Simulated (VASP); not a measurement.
Y, 2 atoms in the cell. It takes space group P6_3/mmc (No. 194, hexagonal). Conventional cell: a = 3.651 Å, b = 3.651 Å, c = 5.747 Å, α = 90.00°, β = 90.00°, γ = 120.00°. Y (site symmetry -6m2) has 12 Y at 3.56 to 3.65 Å within 4.7 Å. 

```yaml
Program: VASP 6.6.1
Task: single point
Functional: r2SCAN
Potentials_or_basis: VASP PAW PBE potentials, release 64 (Y_sv)
Cutoff: 520 eV
k_mesh: 6 × 6 × 4
Occupations: gaussian, width 0.1 eV
Spin: no spin polarisation
Dipole_correction: no
Further_INCAR_settings: ALGO = Normal; EDIFF = 1e-06; NBANDS = 18
```

Potentials or basis: VASP PAW PBE potentials, release 64 (Y_sv).

The run is started by

```console
$ cat potpaw_PBE.64/Y_sv/POTCAR > POTCAR
$ cp INCAR.step1 INCAR
$ mpirun -np 1 vasp_std > vasp.out
$ cp INCAR.step2 INCAR
$ mpirun -np 1 vasp_std > vasp.out
```

Hardware: 1 thread of Intel(R) Xeon(R) Platinum 8488C (Sapphire Rapids) (shared host).

**Question.** How long does it take, and how much memory?

**Answer.** Run time: 81 s on 1 thread of Intel(R) Xeon(R) Platinum 8488C (Sapphire Rapids), on a shared host, peak memory 0.21 GiB. Counts: k points 21.
